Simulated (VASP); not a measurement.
## NaCl: single point with PBE

Crystal: NaCl.

```xyz
2
Lattice="0.0000 2.8100 2.8100 2.8100 0.0000 2.8100 2.8100 2.8100 0.0000" Properties=species:S:1:pos:R:3 pbc="T T T"
Na    0.0000    0.0000    0.0000
Cl    2.8100    2.8100    2.8100
```

```json
{"Program": "VASP 6.6.1", "Task": "single point", "Functional": "PBE", "Potentials or basis": "VASP PAW PBE potentials, release 64 (Na_pv, Cl)", "Cutoff": "500 eV", "k mesh": "5 × 5 × 5", "Occupations": "gaussian, width 0.15 eV", "Spin": "no spin polarisation", "Dipole correction": "no", "Further INCAR settings": "ALGO = Normal; EDIFF = 1e-06; NBANDS = 14"}
```

The pressure is 1.0 GPa and the band gap on the k mesh is 5.15 eV, direct.

Levels at points of the mesh, in eV from the valence-band top:
| k point | band 5 | band 6 | band 7 | band 8 | band 9 | band 10 |
| --- | --- | --- | --- | --- | --- | --- |
| (0.00, 0.00, 0.00) | 0.00 | 0.00 | 0.00 | 5.15 | 11.13 | 11.13 |

Wall time 20 s on 1 thread of Intel Xeon 8259CL, with other jobs on the host, peak memory 0.15 GiB.
